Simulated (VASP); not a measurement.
Here is a VASP 6.6.1 calculation.

POSCAR

```
EuSb
1.0
    0.0000000000      3.7321922010      3.7321922010
    3.7321922010      0.0000000000      3.7321922010
    3.7321922010      3.7321922010      0.0000000000
Eu Sb
1 1
Direct
    0.0000000000      0.0000000000      0.0000000000
    0.2500000000      0.2500000000      0.2500000000
```

Contents of INCAR.step1:

```
SYSTEM = EuSb
ALGO = Normal
EDIFF = 1E-7
ENCUT = 520
GGA = PE
ISIF = 2
ISMEAR = 0
ISPIN = 2
LASPH = .TRUE.
LCHARG = .TRUE.
LDAU = .TRUE.
LDAUJ = 0 0
LDAUL = 3 -1
LDAUPRINT = 1
LDAUTYPE = 2
LDAUU = 6 0
LMAXMIX = 6
LREAL = .FALSE.
LWAVE = .FALSE.
MAGMOM = 7.71 0
NBANDS = 22
NELM = 150
PREC = Accurate
SIGMA = 0.05
```

File KPOINTS.step1:

```
k-points
0
G
  8 8 8
  0 0 0
```

INCAR.step2

```
SYSTEM = EuSb
ALGO = Normal
EDIFF = 1E-7
ENCUT = 520
GGA = PE
ICHARG = 11
ISIF = 2
ISMEAR = -5
ISPIN = 2
LASPH = .TRUE.
LCHARG = .FALSE.
LDAU = .TRUE.
LDAUJ = 0 0
LDAUL = 3 -1
LDAUPRINT = 1
LDAUTYPE = 2
LDAUU = 6 0
LMAXMIX = 6
LORBIT = 11
LREAL = .FALSE.
LWAVE = .FALSE.
MAGMOM = 7.71 0
NBANDS = 22
NEDOS = 1001
NELM = 150
PREC = Accurate
SIGMA = 0.05
```

The input KPOINTS.step2:

```
k-points
0
G
  12 12 12
  0 0 0
```

Potentials or basis: VASP PAW PBE potentials, release 64 (Eu, Sb).

Launch:

```sh
$ cat potpaw_PBE.64/Eu/POTCAR potpaw_PBE.64/Sb/POTCAR > POTCAR
$ cp INCAR.step1 INCAR
$ cp KPOINTS.step1 KPOINTS
$ mpirun -np 1 vasp_std > vasp.out
$ cp INCAR.step2 INCAR
$ cp KPOINTS.step2 KPOINTS
$ mpirun -np 1 vasp_std > vasp.out
```

(1) What does it give for the net moment?

(2) Predict the site moments.

Answers

(1) 8.00 μB per cell.

(2) Eu +6.82; Sb +0.30 μB.

Caveat: a cell with one magnetic atom can't hold antiferromagnetic order, which such compounds often take.
